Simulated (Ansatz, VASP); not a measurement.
Sn in VASP and in Ansatz

```
CELL_PARAMETERS angstrom
2.04146 1.17864 8.32814
-2.04146 1.17864 8.32814
0.00000 -2.35727 8.32814
ATOMIC_POSITIONS crystal
Sn 0.94360 0.94360 0.94360
Sn 0.20817 0.20817 0.20817
Sn 0.79183 0.79183 0.79183
Sn 0.05640 0.05640 0.05640
```

Alike in both runs: functional LDA; k mesh 12 × 12 × 12; occupations gaussian, width 0.1 eV; no spin polarisation.

Ansatz relaxed the structure, and its values are those at the end. VASP's run is a single point on that final structure, the one shown.

|  | VASP | Ansatz |
| --- | --- | --- |
| version | VASP 6.6.1 | Ansatz 0.2.0 |
| potentials or method | VASP PAW LDA potentials, release 64 (Sn_d), cutoff 520 eV | scalar-relativistic, plane waves, PAW |
| valence electrons in the cell | 56 | 56 |

```tsv
	VASP	Ansatz	Ansatz less VASP
gap on the k mesh at the Fermi level (eV)	none	none	-
pressure (GPa)	0.0	0.0	0.00
```

LDA's correlation is that of Perdew and Zunger in VASP and of Perdew and Wang (1992) in Ansatz. A gap of «none» marks a metal or a gap that the smearing closes.
